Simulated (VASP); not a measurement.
# AlAs (F-43m) in VASP: notebook, part 2 of 2

VASP 6.6.1. The steps go on from the part before.

**4. Single point, LDA (the cell strained)**

File INCAR:

```
ALGO = Normal
EDIFF = 1E-6
ENCUT = 500
GGA_COMPAT = F
ISIF = 2
ISMEAR = 0
LASPH = T
LCHARG = T
LELF = T
LREAL = F
LVHAR = T
LWAVE = F
NBANDS = 11
NELM = 120
PREC = Accurate
SIGMA = 0.05
```

File KPOINTS:

```
k-points
0
Gamma
  8 8 8
```

File POSCAR:

```
AlAs
1.0
    0.0000000000      2.7674356171      2.7674356171
    2.7674356171      0.0000000000      2.7674356171
    2.7674356171      2.7674356171      0.0000000000
Al As
1 1
Direct
    0.0000000000      0.0000000000      0.0000000000
    0.7500000000      0.7500000000      0.7500000000
```

Potentials or basis: VASP PAW LDA potentials, release 64 (Al, As).

Run with:

```sh
cat potpaw_LDA.64/Al/POTCAR potpaw_LDA.64/As/POTCAR > POTCAR
mpirun -np 1 vasp_std > vasp.out
```

OUTCAR:

```text
EDIFF = 1E-6
   ENCUT = 500
   ISIF = 2
   ISMEAR = 0
   LASPH = T
   LREAL = F
   NELM = 120
   PREC = Accurate

 ion  position               nearest neighbor table
   1  0.000  0.000  0.000-   2 2.40   2 2.40   2 2.40   2 2.40
   2  0.750  0.750  0.750-   1 2.40   1 2.40   1 2.40   1 2.40

  LATTYP: Found a face centered cubic cell.
 ALAT       =     5.5348712342

  Lattice vectors:

 A1 = (   0.0000000000,   2.7674356171,   2.7674356171)
 A2 = (   2.7674356171,   0.0000000000,   2.7674356171)
 A3 = (   2.7674356171,   2.7674356171,   0.0000000000)

Analysis of symmetry for initial positions (statically):
=====================================================================
 Subroutine PRICEL returns:
 Original cell was already a primitive cell.

 Routine SETGRP: Setting up the symmetry group for a
 face centered cubic supercell.

 Subroutine GETGRP returns: Found 24 space group operations
 (whereof 24 operations were pure point group operations)
 out of a pool of 48 trial point group operations.

The static configuration has the point symmetry T_d .

Analysis of symmetry for dynamics (positions and initial velocities):
=====================================================================
 Subroutine PRICEL returns:
 Original cell was already a primitive cell.

 Routine SETGRP: Setting up the symmetry group for a
 face centered cubic supercell.

 Subroutine GETGRP returns: Found 24 space group operations
 (whereof 24 operations were pure point group operations)
 out of a pool of 48 trial point group operations.

The dynamic configuration has the point symmetry T_d .

 Subroutine INISYM returns: Found 24 space group operations
 (whereof 24 operations are pure point group operations),
 and found     1 'primitive' translations

----------------------------------------------------------------------------------------

                                     Primitive cell

  volume of cell :      42.3899

  direct lattice vectors                    reciprocal lattice vectors
     0.000000000  2.767435617  2.767435617    -0.180672677  0.180672677  0.180672677
     2.767435617  0.000000000  2.767435617     0.180672677 -0.180672677  0.180672677
     2.767435617  2.767435617  0.000000000     0.180672677  0.180672677 -0.180672677

  length of vectors
     3.913744983  3.913744983  3.913744983     0.312934255  0.312934255  0.312934255

  position of ions in fractional coordinates (direct lattice)
     0.000000000  0.000000000  0.000000000
     0.750000000  0.750000000  0.750000000

  ion indices of the primitive-cell ions
   primitive index   ion index
                 1           1
                 2           2

----------------------------------------------------------------------------------------

 KPOINTS: k-points

Automatic generation of k-mesh.
 Grid dimensions read from file:
 generate k-points for:    8    8    8

 Generating k-lattice:

  Cartesian coordinates                     Fractional coordinates (reciprocal lattice)
    -0.022584085  0.022584085  0.022584085     0.125000000  0.000000000  0.000000000
     0.022584085 -0.022584085  0.022584085     0.000000000  0.125000000  0.000000000
     0.022584085  0.022584085 -0.022584085     0.000000000  0.000000000  0.125000000

  Length of vectors
     0.039116782  0.039116782  0.039116782

  Shift w.r.t. Gamma in fractional coordinates (k-lattice)
     0.000000000  0.000000000  0.000000000

 Subroutine IBZKPT returns following result:
 ===========================================

 Found     29 irreducible k-points:

 Following reciprocal coordinates:
            Coordinates               Weight
  0.000000  0.000000  0.000000      1.000000
  0.125000  0.000000  0.000000      8.000000
  0.250000  0.000000  0.000000      8.000000
  0.375000  0.000000  0.000000      8.000000
  0.500000  0.000000  0.000000      4.000000
  0.125000  0.125000  0.000000      6.000000
[... 16 lines left out ...]
  0.500000  0.250000  0.125000     48.000000
 -0.375000  0.250000  0.125000     24.000000
 [... further k-points ...]
   k-points           NKPTS =     29   k-points in BZ     NKDIM =     29   number of bands    NBANDS=     11
   number of dos      NEDOS =    301   number of ions     NIONS =      2
   total plane-waves  NPLWV =  27000
   dimension x,y,z NGX =    30 NGY =   30 NGZ =   30
   dimension x,y,z NGXF=    60 NGYF=   60 NGZF=   60
   ions per type =               1   1
   NGX,Y,Z   is equivalent  to a cutoff of  12.74, 12.74, 12.74 a.u.
   NGXF,Y,Z  is equivalent  to a cutoff of  25.49, 25.49, 25.49 a.u.
 SYSTEM =  unknown system
   PREC   = accura    normal or accurate (medium, high low for compatibility)
   ISTART =      0    job   : 0-new  1-cont  2-samecut
   ICHARG =      2    charge: 1-file 2-atom 10-const
   ISPIN  =      1    spin polarized calculation?
   LNONCOLLINEAR =      F non collinear calculations
   LSORBIT =      F    spin-orbit coupling
   LASPH  =      T    aspherical Exc in radial PAW
   ENCUT  =  500.0 eV  36.75 Ry    6.06 a.u.   7.14  7.14  7.14*2*pi/ulx,y,z
   NELM   =    120;   NELMIN=  2; NELMDL= -5     # of ELM steps
   EDIFF  = 0.1E-05   stopping-criterion for ELM
   LREAL  =      F    real-space projection
   EDIFFG = 0.1E-04   stopping-criterion for IOM
   NSW    =      0    number of steps for IOM
   IBRION =     -1    ionic relax: 0-MD 1-quasi-New 2-CG
   NFREE  =      0    steps in history (QN), initial steepest desc. (CG)
   ISIF   =      2    stress and relaxation
   ISYM   =      2    0-nonsym 1-usesym 2-fastsym
   POTIM  = 0.5000    time-step for ionic-motion
   TEBEG  =    0.0;   TEEND  =   0.0 temperature during run
   PSTRESS=    0.0 pullay stress
   NELECT =       8.0000    total number of electrons
   NUPDOWN=      -1.0000    fix difference up-down
   EMIN   =  10.00;   EMAX   =-10.00  energy-range for DOS
   EFERMI =   0.00;   METHOD = LEGACY
   ISMEAR =     0;   SIGMA  =   0.05  broadening in eV -4-tet -1-fermi 0-gaus
   EFERMI_NEDOS =   21; number of points for ismear=-14 and -15
   IALGO  =     38    algorithm
   IMIX   =      4    mixing-type and parameters
     AMIX     =   0.40;   BMIX     =  1.00
     AMIX_MAG =   1.60;   BMIX_MAG =  1.00
  volume/ion in A,a.u.               =      21.19       143.03
  Fermi-wavevector in a.u.,A,eV,Ry     =   0.939040  1.774528 11.997558  0.881796
  Thomas-Fermi vector in A             =   2.066312
   LORBIT       =      0    0 simple, 1 ext, 2 COOP (PROOUT), +10 PAW based schemes
   GGA     = CA    functional components
   LHFCALC =     F    Hartree Fock is set to
   AEXX    =    0.0000 exact exchange contribution
   IVDW    =     0    specifies the selected vdW correction
   LEPSILON=     F    determine dielectric tensor
   LRPA    =     F    only Hartree local field effects (RPA)
 non-spin polarized calculation
 Gauss-broadening in eV      SIGMA  =   0.05
  energy-cutoff  :      500.00
  volume of cell :       42.39
 maximum number of plane-waves:      1090
 NGX is ok and might be reduce to    30
   NGX = 15   NGY = 15   NGZ = 15

 number of electron       8.0000000 magnetization

 Free energy of the ion-electron system (eV)
  ---------------------------------------------------
  ext. energy  EPLUGINS =         0.00000000
  ---------------------------------------------------
  free energy    TOTEN  =       -10.48041307 eV

  energy without entropy =      -10.48041307  energy(sigma->0) =      -10.48041307

 E-fermi :   4.6482     XC(G=0):  -9.5370

 val. band max:        4.3819525378   @ k =   0.0000   0.0000   0.0000
 cond. band min:       5.6004740929   @ k =   0.5000   0.5000   0.0000
 fundamental gap:      1.2185215552
 Fermi energy:         4.6482137033

 k-point     1 :       0.0000    0.0000    0.0000
  band No.  band energies     occupation
      1      -7.9038      2.00000
      2       4.3820      2.00000
      3       4.3820      2.00000
      4       4.3820      2.00000
      5       6.8095      0.00000
      6       8.7434      0.00000
      7       8.7434      0.00000
      8       8.7434      0.00000
      9      13.3955      0.00000
     10      13.5485      0.00000
     11      13.5485      0.00000
[... 309 lines left out ...]
 k-point    24 :      -0.3750    0.2500    0.1250
  band No.  band energies     occupation
      1      -6.0351      2.00000
      2      -1.1612      2.00000
      3       1.4982      2.00000
      4       2.7154      2.00000
      5       8.1088      0.00000
      6       8.6324      0.00000
      7      11.2694      0.00000
      8      12.2165      0.00000
      9      12.9365      0.00000
     10      15.5866      0.00000
     11      16.9872      0.00000

 [... further k-points ...]

------------------------ aborting loop because EDIFF is reached ----------------------------------------

  FORCE on cell =-STRESS in cart. coord.  units (eV):
  Direction    XX          YY          ZZ          XY          YZ          ZX
  --------------------------------------------------------------------------------------
  -------------------------------------------------------------------------------------
  Total        1.2446815      1.2446815      1.2446815     -0.0000000      0.0000000     -0.0000000
  in kB       47.0442187     47.0442187     47.0442187     -0.0000000      0.0000000     -0.0000000
  external PRESSURE =      47.0442187 kB  Pullay stress =       0.0000000 kB

 VOLUME and BASIS-vectors are now :
 -----------------------------------------------------------------------------
  energy-cutoff  :      500.00
  volume of cell :       42.39
      direct lattice vectors                 reciprocal lattice vectors
     0.000000000  2.767435617  2.767435617    -0.180672677  0.180672677  0.180672677
     2.767435617  0.000000000  2.767435617     0.180672677 -0.180672677  0.180672677
     2.767435617  2.767435617  0.000000000     0.180672677  0.180672677 -0.180672677

 POSITION                                       TOTAL-FORCE (eV/Angst)
 -----------------------------------------------------------------------------------
      0.00000      0.00000      0.00000         0.000000     -0.000000      0.000000
      4.15115      4.15115      4.15115        -0.000000      0.000000     -0.000000
 -----------------------------------------------------------------------------------
    total drift:                               -0.000000     -0.000000     -0.000000

  FREE ENERGIE OF THE ION-ELECTRON SYSTEM (eV)
  ---------------------------------------------------
  free  energy   TOTEN  =       -10.4804130674 eV

  energy  without entropy=      -10.4804130674  energy(sigma->0) =      -10.48041307
```

stdout:

```text
POSCAR found type information on POSCAR AlAs
 POSCAR found :  2 types and       2 ions
 scaLAPACK will be used
 LDA part: xc-table for (Slater(with rela. corr.)+CA(PZ))
 , standard interpolation
 POSCAR, INCAR and KPOINTS ok, starting setup
 FFT: planning ... GRIDC
 FFT: planning ... GRID_SOFT
 FFT: planning ... GRID
 WAVECAR not read
 entering main loop
```

It took 11 s on 1 thread of Intel Xeon Platinum 8259CL at 2.50GHz (Skylake/Cascade Lake), shared host; peak memory 0.15 GiB.

Results:

- Free energy: -10.4804 eV
- Pressure: 4.7 GPa
- Band gap on the k mesh: 1.22 eV (least direct gap 2.43 eV)

Levels at points of the mesh, in eV from the valence-band top:
```
           k point  band 2  band 3  band 4  band 5  band 6  band 7
(0.00, 0.00, 0.00)    0.00    0.00    0.00    2.43    4.36    4.36
(0.50, 0.00, 0.00)   -5.91   -0.87   -0.87    2.28    4.68    4.68
(0.50, 0.50, 0.00)   -5.69   -2.33   -2.33    1.22    2.20   10.72
```

Caveat: the cell differs from its parent crystal (the cell strained); the cell stands under pressure.

**5. The runs side by side**

```csv
cell,gap on the mesh (eV),pressure (GPa)
"a = 3.881 Å, angles 60.0°, 2 atoms",1.17,7.2
"a = 3.947 Å, angles 60.0°, 2 atoms",1.27,2.4
"a = 3.914 Å, angles 60.0°, 2 atoms",1.22,4.7
```

Alike in all rows: task single point; level LDA; potentials or basis VASP PAW LDA potentials, release 64 (Al, As); no spin polarisation; k mesh 8 × 8 × 8; cutoff (eV) 500; smearing gaussian 0.05 eV.

Caveats: the cell stands under pressure (at least some runs).

Absolute energies hang on the potentials; compare differences alone.
